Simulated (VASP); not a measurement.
# La (Im-3m) in VASP: further runs

Runs on La. Level: PBE. Tasks: single point, relaxation of cell and atoms.

Program: VASP 6.6.1. These are calculated values, not measurements. Logs are shortened: lines on timing, memory, paths and dates and some standing lists are left out, and cuts for length are marked.

## Step 1: The cell of the first run

It takes space group Im-3m (No. 229, cubic). Conventional cell: a = 4.225 Å, b = 4.225 Å, c = 4.225 Å, α = 90.00°, β = 90.00°, γ = 90.00°. Within 4.8 Å of La (site symmetry m-3m) lie 14 La at 3.66 to 4.23 Å.

## Step 2: Single point, PBE

Contents of INCAR:

```
PREC = Accurate
ENCUT = 520
EDIFF = 1E-7
ISMEAR = -1
SIGMA = 0.05
LREAL = F
LASPH = T
NELM = 80
ALGO = Normal
ISIF = 2
LWAVE = F
LCHARG = F
GGA = PE
NBANDS = 12
```

Contents of KPOINTS:

```
Automatic mesh
0
Gamma
  13 13 13
```

Contents of POSCAR:

```
La
1.0
   -2.1127413685      2.1127413685      2.1127413685
    2.1127413685     -2.1127413685      2.1127413685
    2.1127413685      2.1127413685     -2.1127413685
La
1
Direct
    0.0000000000      0.0000000000      0.0000000000
```

Potentials or basis: VASP PAW PBE potentials, release 64 (La).

Run with:

```console
$ cat potpaw_PBE.64/La/POTCAR > POTCAR
$ mpirun -np 1 vasp_std > vasp.out
```

OUTCAR:

```text
PREC = Accurate
   ENCUT = 520
   EDIFF = 1E-7
   ISMEAR = -1
   LREAL = F
   LASPH = T
   NELM = 80
   ISIF = 2
   GGA = PE

 ion  position               nearest neighbor table
   1  0.000  0.000  0.000-

  LATTYP: Found a body centered cubic cell.
 ALAT       =     4.2254827370

  Lattice vectors:

 A1 = (  -2.1127413685,   2.1127413685,   2.1127413685)
 A2 = (   2.1127413685,  -2.1127413685,   2.1127413685)
 A3 = (   2.1127413685,   2.1127413685,  -2.1127413685)

Analysis of symmetry for initial positions (statically):
=====================================================================
 Subroutine PRICEL returns:
 Original cell was already a primitive cell.

 Routine SETGRP: Setting up the symmetry group for a
 body centered cubic supercell.

 Subroutine GETGRP returns: Found 48 space group operations
[... 9 lines left out ...]

 Routine SETGRP: Setting up the symmetry group for a
 body centered cubic supercell.

 Subroutine GETGRP returns: Found 48 space group operations
[... 11 lines left out ...]
                                     Primitive cell

  volume of cell :      37.7224

  direct lattice vectors                    reciprocal lattice vectors
    -2.112741369  2.112741369  2.112741369     0.000000000  0.236659350  0.236659350
     2.112741369 -2.112741369  2.112741369     0.236659350  0.000000000  0.236659350
     2.112741369  2.112741369 -2.112741369     0.236659350  0.236659350  0.000000000

  length of vectors
     3.659375393  3.659375393  3.659375393     0.334686863  0.334686863  0.334686863

  position of ions in fractional coordinates (direct lattice)
     0.000000000  0.000000000  0.000000000

  ion indices of the primitive-cell ions
   primitive index   ion index
                 1           1

----------------------------------------------------------------------------------------

 KPOINTS: Automatic mesh

Automatic generation of k-mesh.
 Grid dimensions read from file:
 generate k-points for:   13   13   13

 Generating k-lattice:

  Cartesian coordinates                     Fractional coordinates (reciprocal lattice)
     0.000000000  0.018204565  0.018204565     0.076923077  0.000000000  0.000000000
     0.018204565  0.000000000  0.018204565     0.000000000  0.076923077  0.000000000
     0.018204565  0.018204565  0.000000000     0.000000000  0.000000000  0.076923077

  Length of vectors
     0.025745143  0.025745143  0.025745143

  Shift w.r.t. Gamma in fractional coordinates (k-lattice)
     0.000000000  0.000000000  0.000000000

 Subroutine IBZKPT returns following result:
 ===========================================

 Found     84 irreducible k-points:

 Following reciprocal coordinates:
            Coordinates               Weight
  0.000000  0.000000  0.000000      1.000000
  0.076923  0.000000  0.000000     12.000000
  0.153846  0.000000  0.000000     12.000000
  0.230769  0.000000  0.000000     12.000000
  0.307692  0.000000  0.000000     12.000000
  0.384615  0.000000  0.000000     12.000000
[... 16 lines left out ...]
  0.153846  0.076923  0.076923     24.000000
  0.230769  0.076923  0.076923     24.000000
 [... further k-points ...]
   k-points           NKPTS =     84   k-points in BZ     NKDIM =     84   number of bands    NBANDS=     12
   number of dos      NEDOS =    301   number of ions     NIONS =      1
   total plane-waves  NPLWV =  21952
   dimension x,y,z NGX =    28 NGY =   28 NGZ =   28
   dimension x,y,z NGXF=    56 NGYF=   56 NGZF=   56
   ions per type =               1
   NGX,Y,Z   is equivalent  to a cutoff of  12.72, 12.72, 12.72 a.u.
   NGXF,Y,Z  is equivalent  to a cutoff of  25.44, 25.44, 25.44 a.u.
 SYSTEM =  unknown system
   PREC   = accura    normal or accurate (medium, high low for compatibility)
   ISTART =      0    job   : 0-new  1-cont  2-samecut
   ICHARG =      2    charge: 1-file 2-atom 10-const
   ISPIN  =      1    spin polarized calculation?
   LNONCOLLINEAR =      F non collinear calculations
   LSORBIT =      F    spin-orbit coupling
   LASPH  =      T    aspherical Exc in radial PAW
   ENCUT  =  520.0 eV  38.22 Ry    6.18 a.u.   6.80  6.80  6.80*2*pi/ulx,y,z
   NELM   =     80;   NELMIN=  2; NELMDL= -5     # of ELM steps
   EDIFF  = 0.1E-06   stopping-criterion for ELM
   LREAL  =      F    real-space projection
   EDIFFG = 0.1E-05   stopping-criterion for IOM
   NSW    =      0    number of steps for IOM
   IBRION =     -1    ionic relax: 0-MD 1-quasi-New 2-CG
   NFREE  =      0    steps in history (QN), initial steepest desc. (CG)
   ISIF   =      2    stress and relaxation
   ISYM   =      2    0-nonsym 1-usesym 2-fastsym
   POTIM  = 0.5000    time-step for ionic-motion
   TEBEG  =    0.0;   TEEND  =   0.0 temperature during run
   PSTRESS=    0.0 pullay stress
   NELECT =      11.0000    total number of electrons
   NUPDOWN=      -1.0000    fix difference up-down
   EMIN   =  10.00;   EMAX   =-10.00  energy-range for DOS
   EFERMI =   0.00;   METHOD = LEGACY
   ISMEAR =    -1;   SIGMA  =   0.05  broadening in eV -4-tet -1-fermi 0-gaus
   EFERMI_NEDOS =   21; number of points for ismear=-14 and -15
   IALGO  =     38    algorithm
   IMIX   =      4    mixing-type and parameters
     AMIX     =   0.40;   BMIX     =  1.00
     AMIX_MAG =   1.60;   BMIX_MAG =  1.00
  volume/ion in A,a.u.               =      37.72       254.56
  Fermi-wavevector in a.u.,A,eV,Ry     =   1.085607  2.051500 16.035052  1.178543
  Thomas-Fermi vector in A             =   2.221725
   LORBIT       =      0    0 simple, 1 ext, 2 COOP (PROOUT), +10 PAW based schemes
   GGA     = PE    functional components
   LHFCALC =     F    Hartree Fock is set to
   AEXX    =    0.0000 exact exchange contribution
   IVDW    =     0    specifies the selected vdW correction
   LEPSILON=     F    determine dielectric tensor
   LRPA    =     F    only Hartree local field effects (RPA)
 non-spin polarized calculation
  energy-cutoff  :      520.00
  volume of cell :       37.72
 maximum number of plane-waves:      1032
   NGX = 13   NGY = 13   NGZ = 13

 number of electron      11.0000000 magnetization

 Free energy of the ion-electron system (eV)
  ---------------------------------------------------
  ext. energy  EPLUGINS =         0.00000000
  ---------------------------------------------------
  free energy    TOTEN  =        -4.77077656 eV

  energy without entropy =       -4.74560500  energy(sigma->0) =       -4.75819078

 E-fermi :   7.7180     XC(G=0):  -9.4985

 val. band max:        7.7112478495   @ k =   0.3077   0.2308   0.0000
 cond. band min:       7.7421221967   @ k =  -0.3846   0.4615   0.1538
 fundamental gap:      0.0308743472
 Fermi energy:         7.7179890709

 k-point     1 :       0.0000    0.0000    0.0000
  band No.  band energies     occupation
      1     -25.1987      2.00000
      2      -8.2126      2.00000
      3      -8.2126      2.00000
      4      -8.2126      2.00000
      5       4.5265      2.00000
      6       9.1864      0.00000
      7       9.1864      0.00000
      8       9.1864      0.00000
      9       9.2057      0.00000
     10       9.2057      0.00000
     11       9.2057      0.00000
     12       9.9202      0.00000

 k-point     2 :       0.0769    0.0000    0.0000
  band No.  band energies     occupation
      1     -25.1878      2.00000
      2      -8.2979      2.00000
      3      -8.2375      2.00000
      4      -8.2136      2.00000
      5       4.7095      2.00000
      6       8.8866      0.00000
      7       8.8872      0.00000
      8       9.1990      0.00000
      9       9.2510      0.00000
     10       9.4277      0.00000
     11       9.4315      0.00000
     12       9.9104      0.00000

 k-point     3 :       0.1538    0.0000    0.0000
  band No.  band energies     occupation
      1     -25.1573      2.00000
      2      -8.5262      2.00000
      3      -8.3056      2.00000
      4      -8.2165      2.00000
      5       5.1965      2.00000
      6       8.5336      0.00000
      7       8.5347      0.00000
      8       9.1849      0.00000
      9       9.3682      0.00000
     10       9.5588      0.00000
     11       9.5915      0.00000
     12       9.8645      0.00000

 k-point     4 :       0.2308    0.0000    0.0000
  band No.  band energies     occupation
      1     -25.1138      2.00000
      2      -8.8310      2.00000
      3      -8.3993      2.00000
      4      -8.2206      2.00000
      5       5.7728      2.00000
      6       8.1848      0.00018
      7       8.3094      0.00001
      8       9.1763      0.00000
      9       9.4500      0.00000
     10       9.5980      0.00000
     11       9.6924      0.00000
     12       9.8409      0.00000

 k-point     5 :       0.3077    0.0000    0.0000
  band No.  band energies     occupation
      1     -25.0670      2.00000
      2      -9.1360      2.00000
      3      -8.4961      2.00000
      4      -8.2250      2.00000
      5       6.0706      2.00000
      6       7.8833      0.07066
      7       8.5238      0.00000
      8       9.1814      0.00000
      9       9.4966      0.00000
     10       9.6173      0.00000
     11       9.7530      0.00000
     12       9.8427      0.00000
[... 228 lines left out ...]
      1     -24.9796      2.00000
      2      -9.2266      2.00000
      3      -9.0282      2.00000
      4      -8.3813      2.00000
      5       7.0085      2.00000
      6       7.9347      0.02590
      7       8.3695      0.00000
      8       9.4393      0.00000
      9       9.4889      0.00000
     10       9.6102      0.00000
     11       9.8197      0.00000
     12       9.8558      0.00000

 k-point    22 :       0.0769    0.0769    0.0769
  band No.  band energies     occupation
      1     -25.1394      2.00000
      2      -8.6747      2.00000
      3      -8.2727      2.00000
      4      -8.2727      2.00000
      5       5.4922      2.00000
      6       8.2985      0.00002
      7       8.2985      0.00002
      8       9.3001      0.00000
      9       9.4846      0.00000
     10       9.5695      0.00000
     11       9.5695      0.00000
     12       9.9335      0.00000

 k-point    23 :       0.1538    0.0769    0.0769
  band No.  band energies     occupation
      1     -25.0999      2.00000
      2      -8.9256      2.00000
      3      -8.3758      2.00000
      4      -8.2832      2.00000
      5       6.0780      2.00000
      6       8.0084      0.00599
      7       8.0400      0.00319
      8       9.3250      0.00000
      9       9.5396      0.00000
     10       9.5982      0.00000
     11       9.6250      0.00000
     12       9.9071      0.00000

 k-point    24 :       0.2308    0.0769    0.0769
  band No.  band energies     occupation
      1     -25.0575      2.00000
      2      -9.1620      2.00000
      3      -8.5031      2.00000
      4      -8.2945      2.00000
      5       6.4396      2.00000
      6       7.7761      0.47648
      7       8.1998      0.00013
      8       9.3224      0.00000
      9       9.5515      0.00000
     10       9.6297      0.00000
     11       9.6875      0.00000
     12       9.8951      0.00000

 [... further k-points ...]
[... 5 lines left out ...]
  --------------------------------------------------------------------------------------
  -------------------------------------------------------------------------------------
  Total        0.0085833      0.0085833      0.0085833     -0.0000000      0.0000000     -0.0000000
  in kB        0.3645577      0.3645577      0.3645577     -0.0000000      0.0000000     -0.0000000
  external PRESSURE =       0.3645577 kB  Pullay stress =       0.0000000 kB

 VOLUME and BASIS-vectors are now :
 -----------------------------------------------------------------------------
  energy-cutoff  :      520.00
  volume of cell :       37.72
      direct lattice vectors                 reciprocal lattice vectors
    -2.112741369  2.112741369  2.112741369     0.000000000  0.236659350  0.236659350
     2.112741369 -2.112741369  2.112741369     0.236659350  0.000000000  0.236659350
     2.112741369  2.112741369 -2.112741369     0.236659350  0.236659350  0.000000000

 POSITION                                       TOTAL-FORCE (eV/Angst)
 -----------------------------------------------------------------------------------
      0.00000      0.00000      0.00000         0.000000      0.000000     -0.000000
 -----------------------------------------------------------------------------------
    total drift:                                0.000000      0.000000      0.000000

  FREE ENERGIE OF THE ION-ELECTRON SYSTEM (eV)
  ---------------------------------------------------
  free  energy   TOTEN  =        -4.7707765563 eV

  energy  without entropy=       -4.7456049950  energy(sigma->0) =       -4.75819078
```

It took 35 s on 1 thread of Intel Xeon 6975P-C (Granite Rapids), shared host; peak memory 0.19 GiB.

Results:

```yaml
Free_energy: -4.7708 eV
Pressure: 0.0 GPa
```

Levels at points of the mesh, in eV from the Fermi level:
```csv
k point,band 4,band 5,band 6,band 7,band 8,band 9
"(0.00, 0.00, 0.00)",-15.93,-3.19,1.47,1.47,1.47,1.49
```

Caveat: spin-orbit coupling is left out, which moves the levels of the heavy elements.

## Step 3: Relaxation of cell and atoms, PBE, target pressure 4.4 GPa, at which the enthalpy is minimised

This run uses another cell than the first one, of 33.01 Å³/atom, 0.875 times its volume.

Contents of INCAR:

```
  PREC = Accurate
  ENCUT = 600
  EDIFF = 1E-7
  ISMEAR = -1
  SIGMA = 0.05
  LREAL = False
  LASPH = True
  NELM = 100
  ALGO = Normal
  ISIF = 3
  LWAVE = False
  LCHARG = False
  GGA = PE
  IBRION = 2
  NSW = 60
  EDIFFG = -0.005
  PSTRESS = 44.0
```

KPOINTS is that of step 2.

Contents of POSCAR:

```
La
1.0
   -2.0207644225      2.0207644225      2.0207644225
    2.0207644225     -2.0207644225      2.0207644225
    2.0207644225      2.0207644225     -2.0207644225
La
1
Direct
    0.0000000000      0.0000000000      0.0000000000
```

Potentials or basis: VASP PAW PBE potentials, release 64 (La).

Run with:

```console
$ cat potpaw_PBE.64/La/POTCAR > POTCAR
$ mpirun -np 1 vasp_std > vasp.out
```

Wall time 28 s (1 thread of Intel Xeon 6975P-C (Granite Rapids), shared host); peak memory 0.19 GiB.

The run converged. Its results:

```
Free energy                                            : -4.7115 eV
Relaxed volume                                         : 33.07 Å³/atom
Relaxed cell                                           : a = 3.502 Å, b = 3.502 Å, c = 3.502 Å, α = 109.47°, β = 109.47°, γ = 109.47°
Space group after relaxing (to 0.05 Å)                 : Im-3m (No. 229)
Energy change on relaxing (the enthalpy is what falls) : -1.8 meV/atom
Ionic steps                                            : 2
Pressure after relaxing                                : 4.4 GPa
```

Step by step:
```tsv
step	energy change (eV)	largest force (eV/Å)	pressure (GPa)	volume (Å³)
1	0.0000	0.0000	4.47	33.01
2	-0.0018	0.0000	4.39	33.07
```

Final structure:
```
La
1.0
    -2.02208    2.02208    2.02208
     2.02208   -2.02208    2.02208
     2.02208    2.02208   -2.02208
La
1
Cartesian
  2.0221 2.0221 2.0221
```

Levels at points of the mesh, in eV from the Fermi level:
| k point | band 1 | band 2 | band 3 | band 4 | band 5 | band 6 | band 7 | band 8 | band 9 |
| --- | --- | --- | --- | --- | --- | --- | --- | --- | --- |
| (0.00, 0.00, 0.00) | -32.73 | -15.44 | -15.44 | -15.44 | -3.01 | 1.63 | 1.63 | 1.63 | 1.68 |

Caveat: the cell is relaxed towards a set pressure, so the enthalpy falls and the energy may rise; spin-orbit coupling is left out, which moves the levels of the heavy elements.

## Step 4: Relaxation of cell and atoms, PBE

This run uses another cell than the first one, of 37.33 Å³/atom, 0.989 times its volume.

Contents of INCAR:

```
SYSTEM = La
  PREC = Accurate
  ENCUT = 600
  EDIFF = 1E-6
  ISMEAR = -1
  SIGMA = 0.05
  LREAL = .FALSE.
  LASPH = .TRUE.
  NELM = 100
  ALGO = Normal
  ISIF = 3
  LWAVE = .FALSE.
  LCHARG = .FALSE.
  GGA = PE
  IBRION = 2
  NSW = 60
  EDIFFG = -0.005
```

Contents of KPOINTS:

```
regular mesh
0
G
  13 13 13
  0 0 0
```

Contents of POSCAR:

```
La
1.0
   -2.1053153331      2.1053153331      2.1053153331
    2.1053153331     -2.1053153331      2.1053153331
    2.1053153331      2.1053153331     -2.1053153331
La
1
Direct
    0.0000000000      0.0000000000      0.0000000000
```

Run with:

```console
$ cat potpaw_PBE.64/La/POTCAR > POTCAR
$ mpirun -np 1 vasp_std > vasp.out
```

It took 44 s on 1 thread of Intel Xeon 6975P-C (Granite Rapids), shared host; peak memory 0.21 GiB.

Results (log left out):

```
Free energy                            : -4.7715 eV
Relaxed volume                         : 37.76 Å³/atom
Relaxed cell                           : a = 3.661 Å, b = 3.661 Å, c = 3.661 Å, α = 109.47°, β = 109.47°, γ = 109.47°
Space group after relaxing (to 0.05 Å) : Im-3m (No. 229)
Energy gained by relaxing              : 0.5 meV/atom
Ionic steps                            : 3
Pressure after relaxing                : 0.0 GPa
```

Step by step:
```tsv
step	energy change (eV)	largest force (eV/Å)	pressure (GPa)	volume (Å³)
1	0.0000	0.0000	0.32	37.33
2	-0.0005	0.0000	0.03	37.73
3	-0.0005	0.0000	0.01	37.76
```

Final structure:
```xyz
1
Lattice="-2.1135 2.1135 2.1135 2.1135 -2.1135 2.1135 2.1135 2.1135 -2.1135" Properties=species:S:1:pos:R:3 pbc="T T T"
La    0.0000    0.0000    0.0000
```

Levels at points of the mesh, in eV from the Fermi level:
```tsv
k point	band 2	band 3	band 4	band 5	band 6	band 7	band 8	band 9
(0.00, 0.00, 0.00)	-15.93	-15.93	-15.93	-3.19	1.47	1.49	1.49	1.49
```

Caveat: spin-orbit coupling is left out, which moves the levels of the heavy elements.

## Step 5: The runs side by side

| task | cell | cutoff (eV) | gap on the mesh (eV) | pressure (GPa) |
| --- | --- | --- | --- | --- |
| single point | a = 3.659 Å, angles 109.5°, 1 atom | 520 | none | 0.0 |
| relaxation of cell and atoms | relaxed to 4.4 GPa from a = 3.500 Å, angles 109.5°, 1 atom | 600 | none | 4.4 |
| relaxation of cell and atoms | relaxed from a = 3.647 Å, angles 109.5°, 1 atom | 600 | none | 0.0 |

Alike in all rows: level PBE; potentials or basis VASP PAW PBE potentials, release 64 (La); no spin polarisation; k mesh 13 × 13 × 13; smearing fermi-dirac 0.05 eV.

Caveats: spin-orbit coupling is left out, which moves the levels of the heavy elements; the cell is relaxed towards a set pressure, so the enthalpy falls and the energy may rise (some runs).

Absolute energies hang on the potentials; compare differences alone.
